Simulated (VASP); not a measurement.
# Pb (P-6m2) in VASP: single point with LDA

Aim: the single point of Pb with LDA.

All numbers are computed with VASP 6.6.1; they aren't measurements. Logs are shortened: lines on timing, memory, paths and dates and some standing lists are left out, and cuts for length are marked.

### Step 1. The cell of the first run

The structure is hexagonal, space group P-6m2 (No. 187). The conventional cell has a = 3.461 Å, b = 3.461 Å, c = 11.754 Å, α = 90.00°, β = 90.00°, γ = 120.00°. Pb (site symmetry -6m2) has 12 Pb at 3.46 to 3.59 Å within 4.5 Å. Within 4.5 Å of Pb (site symmetry 3m) lie 9 Pb at 3.46 to 3.59 Å.

### Step 2. Single point, LDA

File INCAR:

```
PREC     = Accurate       # precision mode
ENCUT    = 520            # plane-wave cutoff, eV
EDIFF    = 1E-7           # SCF threshold, eV
ISMEAR   = 1              # smearing method
SIGMA    = 0.3            # smearing width, eV
LREAL    = False          # projectors in reciprocal space
LASPH    = True           # aspherical terms in the spheres
NELM     = 60             # most SCF steps
ALGO     = Normal         # electronic algorithm
ISIF     = 2              # what is computed and relaxed
LWAVE    = False          # write WAVECAR
LCHARG   = False          # write CHGCAR
GGA      = CA             # functional
NBANDS   = 28             # bands
```

File KPOINTS:

```
Automatic mesh
0
Gamma
  8 8 2
```

File POSCAR:

```
Pb
1.0
    3.4609500000      0.0000000000      0.0000000000
   -1.7304800000      2.9972700000      0.0000000000
    0.0000000000      0.0000000000     11.7542800000
Pb
3
Direct
    0.0000000000      0.0000000000      0.0000000000
    0.6666666667      0.3333333333      0.7459500000
    0.6666666667      0.3333333333      0.2540500000
```

Potentials or basis: VASP PAW LDA potentials, release 64 (Pb_d).

The run is started by

```
cat potpaw_LDA.64/Pb_d/POTCAR > POTCAR
mpirun -np 1 vasp_std > vasp.out
```

OUTCAR:

```text
PREC = Accurate
   ENCUT = 520
   EDIFF = 1E-7
   ISMEAR = 1
   LREAL = False
   LASPH = True
   NELM = 60
   ISIF = 2
   GGA = CA

 ion  position               nearest neighbor table
   1  0.000  0.000  0.000-   2 3.59   3 3.59   2 3.59   3 3.59   2 3.59   3 3.59
   2  0.667  0.333  0.746-   1 3.59   1 3.59   1 3.59
   3  0.667  0.333  0.254-   1 3.59   1 3.59   1 3.59

  LATTYP: Found a hexagonal cell.
 ALAT       =     3.4609500000
 C/A-ratio  =     3.3962582528

  Lattice vectors:

 A1 = (   3.4609500000,   0.0000000000,   0.0000000000)
 A2 = (  -1.7304800000,   2.9972700000,   0.0000000000)
 A3 = (   0.0000000000,   0.0000000000,  11.7542800000)

Analysis of symmetry for initial positions (statically):
=====================================================================
 Subroutine PRICEL returns:
 Original cell was already a primitive cell.

 Routine SETGRP: Setting up the symmetry group for a
 hexagonal supercell.

 Subroutine GETGRP returns: Found 12 space group operations
 (whereof 12 operations were pure point group operations)
 out of a pool of 24 trial point group operations.

The static configuration has the point symmetry D_3h.

Analysis of symmetry for dynamics (positions and initial velocities):
=====================================================================
 Subroutine PRICEL returns:
 Original cell was already a primitive cell.

 Routine SETGRP: Setting up the symmetry group for a
 hexagonal supercell.

 Subroutine GETGRP returns: Found 12 space group operations
 (whereof 12 operations were pure point group operations)
 out of a pool of 24 trial point group operations.

The dynamic configuration has the point symmetry D_3h.

 Subroutine INISYM returns: Found 12 space group operations
 (whereof 12 operations are pure point group operations),
 and found     1 'primitive' translations

----------------------------------------------------------------------------------------

                                     Primitive cell

  volume of cell :     121.9319

  direct lattice vectors                    reciprocal lattice vectors
     3.460950000  0.000000000  0.000000000     0.288938008  0.166818953  0.000000000
    -1.730480000  2.997270000  0.000000000     0.000000000  0.333636943  0.000000000
     0.000000000  0.000000000 11.754280000     0.000000000  0.000000000  0.085075394

  length of vectors
     3.460950000  3.460951962 11.754280000     0.333637132  0.333636943  0.085075394

  position of ions in fractional coordinates (direct lattice)
     0.000000000  0.000000000  0.000000000
     0.666666667  0.333333333  0.745950000
     0.666666667  0.333333333  0.254050000

  ion indices of the primitive-cell ions
   primitive index   ion index
                 1           1
                 2           2
                 3           3

----------------------------------------------------------------------------------------

 KPOINTS: Automatic mesh

Automatic generation of k-mesh.
 Grid dimensions read from file:
 generate k-points for:    8    8    2

 Generating k-lattice:

  Cartesian coordinates                     Fractional coordinates (reciprocal lattice)
     0.036117251  0.020852369  0.000000000     0.125000000  0.000000000  0.000000000
     0.000000000  0.041704618  0.000000000     0.000000000  0.125000000  0.000000000
     0.000000000  0.000000000  0.042537697     0.000000000  0.000000000  0.500000000

  Length of vectors
     0.041704642  0.041704618  0.042537697

  Shift w.r.t. Gamma in fractional coordinates (k-lattice)
     0.000000000  0.000000000  0.000000000

 Subroutine IBZKPT returns following result:
 ===========================================

 Found     20 irreducible k-points:

 Following reciprocal coordinates:
            Coordinates               Weight
  0.000000  0.000000  0.000000      1.000000
  0.125000  0.000000  0.000000      6.000000
  0.250000  0.000000  0.000000      6.000000
  0.375000  0.000000  0.000000      6.000000
  0.500000  0.000000  0.000000      3.000000
  0.125000  0.125000  0.000000      6.000000
[... 12 lines left out ...]
  0.250000  0.250000  0.500000      6.000000
  0.375000  0.250000  0.500000      6.000000
   k-points           NKPTS =     20   k-points in BZ     NKDIM =     20   number of bands    NBANDS=     28
   number of dos      NEDOS =    301   number of ions     NIONS =      3
   total plane-waves  NPLWV =  70560
   dimension x,y,z NGX =    28 NGY =   28 NGZ =   90
   dimension x,y,z NGXF=    56 NGYF=   56 NGZF=  180
   ions per type =               3
   NGX,Y,Z   is equivalent  to a cutoff of  13.45, 13.45, 12.73 a.u.
   NGXF,Y,Z  is equivalent  to a cutoff of  26.90, 26.90, 25.46 a.u.
 SYSTEM =  unknown system
   PREC   = accura    normal or accurate (medium, high low for compatibility)
   ISTART =      0    job   : 0-new  1-cont  2-samecut
   ICHARG =      2    charge: 1-file 2-atom 10-const
   ISPIN  =      1    spin polarized calculation?
   LNONCOLLINEAR =      F non collinear calculations
   LSORBIT =      F    spin-orbit coupling
   LASPH  =      T    aspherical Exc in radial PAW
   ENCUT  =  520.0 eV  38.22 Ry    6.18 a.u.   6.44  6.44 21.86*2*pi/ulx,y,z
   NELM   =     60;   NELMIN=  2; NELMDL= -5     # of ELM steps
   EDIFF  = 0.1E-06   stopping-criterion for ELM
   LREAL  =      F    real-space projection
   EDIFFG = 0.1E-05   stopping-criterion for IOM
   NSW    =      0    number of steps for IOM
   IBRION =     -1    ionic relax: 0-MD 1-quasi-New 2-CG
   NFREE  =      0    steps in history (QN), initial steepest desc. (CG)
   ISIF   =      2    stress and relaxation
   ISYM   =      2    0-nonsym 1-usesym 2-fastsym
   POTIM  = 0.5000    time-step for ionic-motion
   TEBEG  =    0.0;   TEEND  =   0.0 temperature during run
   PSTRESS=    0.0 pullay stress
   NELECT =      42.0000    total number of electrons
   NUPDOWN=      -1.0000    fix difference up-down
   EMIN   =  10.00;   EMAX   =-10.00  energy-range for DOS
   EFERMI =   0.00;   METHOD = LEGACY
   ISMEAR =     1;   SIGMA  =   0.30  broadening in eV -4-tet -1-fermi 0-gaus
   EFERMI_NEDOS =   21; number of points for ismear=-14 and -15
   IALGO  =     38    algorithm
   IMIX   =      4    mixing-type and parameters
     AMIX     =   0.40;   BMIX     =  1.00
     AMIX_MAG =   1.60;   BMIX_MAG =  1.00
  volume/ion in A,a.u.               =      40.64       274.28
  Fermi-wavevector in a.u.,A,eV,Ry     =   1.147587  2.168624 17.918265  1.316955
  Thomas-Fermi vector in A             =   2.284266
   LORBIT       =      0    0 simple, 1 ext, 2 COOP (PROOUT), +10 PAW based schemes
   GGA     = CA    functional components
   LHFCALC =     F    Hartree Fock is set to
   AEXX    =    0.0000 exact exchange contribution
   IVDW    =     0    specifies the selected vdW correction
   LEPSILON=     F    determine dielectric tensor
   LRPA    =     F    only Hartree local field effects (RPA)
 non-spin polarized calculation
 Methfessel and Paxton  Order N= 1 SIGMA  =   0.30
  energy-cutoff  :      520.00
  volume of cell :      121.93
 maximum number of plane-waves:      3312
 NGX is ok and might be reduce to    28
   NGX = 13   NGY = 13   NGZ = 43

 number of electron      41.9999997 magnetization

 Free energy of the ion-electron system (eV)
  ---------------------------------------------------
  ext. energy  EPLUGINS =         0.00000000
  ---------------------------------------------------
  free energy    TOTEN  =       -12.03725203 eV

  energy without entropy =      -12.04072864  energy(sigma->0) =      -12.03841090

 E-fermi :   4.1764     XC(G=0):  -8.7519

 val. band max:        4.1239070569   @ k =   0.2500   0.2500   0.5000
 cond. band min:       4.2336035543   @ k =   0.1250   0.1250   0.5000
 fundamental gap:      0.1096964974
 Fermi energy:         4.1763675595

 k-point     1 :       0.0000    0.0000    0.0000
  band No.  band energies     occupation
      1     -12.9104      2.00000
      2     -12.8805      2.00000
      3     -12.8804      2.00000
      4     -12.8643      2.00000
      5     -12.8615      2.00000
      6     -12.7964      2.00000
[... 20 lines left out ...]
     27      11.5982      0.00000
     28      11.5982      0.00000

 k-point     2 :       0.1250    0.0000    0.0000
  band No.  band energies     occupation
      1     -12.9085      2.00000
      2     -12.8740      2.00000
      3     -12.8489      2.00000
      4     -12.8418      2.00000
      5     -12.8395      2.00000
      6     -12.7984      2.00000
[... 20 lines left out ...]
     27      10.4480      0.00000
     28      11.3135      0.00000

 k-point     3 :       0.2500    0.0000    0.0000
  band No.  band energies     occupation
      1     -12.9475      2.00000
      2     -12.8691      2.00000
      3     -12.8506      2.00000
      4     -12.8210      2.00000
      5     -12.8105      2.00000
      6     -12.7583      2.00000
[... 20 lines left out ...]
     27       9.3986     -0.00000
     28      10.2842      0.00000

 k-point     4 :       0.3750    0.0000    0.0000
  band No.  band energies     occupation
      1     -12.9877      2.00000
      2     -12.9027      2.00000
      3     -12.8792      2.00000
      4     -12.8610      2.00000
      5     -12.8217      2.00000
      6     -12.7751      2.00000
[... 454 lines left out ...]
     27       7.5578     -0.00000
     28       9.6683     -0.00000

 k-point    19 :       0.2500    0.2500    0.5000
  band No.  band energies     occupation
      1     -12.8724      2.00000
      2     -12.8660      2.00000
      3     -12.8425      2.00000
      4     -12.8288      2.00000
      5     -12.7589      2.00000
      6     -12.7588      2.00000
[... 20 lines left out ...]
     27       7.5769     -0.00000
     28       9.7178     -0.00000

 k-point    20 :       0.3750    0.2500    0.5000
  band No.  band energies     occupation
      1     -12.8775      2.00000
      2     -12.8569      2.00000
      3     -12.8391      2.00000
      4     -12.8147      2.00000
      5     -12.7500      2.00000
      6     -12.7414      2.00000
[... 20 lines left out ...]
     27       7.4788     -0.00000
     28       9.7379     -0.00000

------------------------ aborting loop because EDIFF is reached ----------------------------------------

  FORCE on cell =-STRESS in cart. coord.  units (eV):
  Direction    XX          YY          ZZ          XY          YZ          ZX
  --------------------------------------------------------------------------------------
  -------------------------------------------------------------------------------------
  Total       -2.6237767     -2.6237756     -2.1841897      0.0000044      0.0000000      0.0000000
  in kB      -34.4762667    -34.4762524    -28.7001198      0.0000575      0.0000000      0.0000000
  external PRESSURE =     -32.5508796 kB  Pullay stress =       0.0000000 kB

 VOLUME and BASIS-vectors are now :
 -----------------------------------------------------------------------------
  energy-cutoff  :      520.00
  volume of cell :      121.93
      direct lattice vectors                 reciprocal lattice vectors
     3.460950000  0.000000000  0.000000000     0.288938008  0.166818953  0.000000000
    -1.730480000  2.997270000  0.000000000     0.000000000  0.333636943  0.000000000
     0.000000000  0.000000000 11.754280000     0.000000000  0.000000000  0.085075394

 POSITION                                       TOTAL-FORCE (eV/Angst)
 -----------------------------------------------------------------------------------
      0.00000      0.00000      0.00000         0.000000     -0.000000      0.000000
      1.73047      0.99909      8.76811        -0.000000      0.000000      0.284985
      1.73047      0.99909      2.98617        -0.000000      0.000000     -0.284985
 -----------------------------------------------------------------------------------
    total drift:                                0.000001      0.000000      0.000000

  FREE ENERGIE OF THE ION-ELECTRON SYSTEM (eV)
  ---------------------------------------------------
  free  energy   TOTEN  =       -12.0372520347 eV

  energy  without entropy=      -12.0407286444  energy(sigma->0) =      -12.03841090
```

Run time: 73 s. Hardware: 1 thread of Intel Xeon Platinum 8259CL at 2.50GHz (Skylake/Cascade Lake), shared host; peak memory 0.22 GiB.

Results:

* Free energy: -12.0373 eV
* Pressure: -3.3 GPa
* Largest force: 0.285 eV/Å
* Band gap on the k mesh: zero (band 21 reaches 7.17 eV, above the bottom of band 22 at 3.32 eV)

Forces in eV/Å, atoms in the order of the input:
```
Pb   0.000  0.000  0.000
Pb   0.000  0.000  0.285
Pb   0.000  0.000 -0.285
```

Stress tensor (GPa, compression positive):
```
-3.45  0.00  0.00
 0.00 -3.45  0.00
 0.00  0.00 -2.87
```

Caveat: spin-orbit coupling is left out, which moves the levels of the heavy elements.
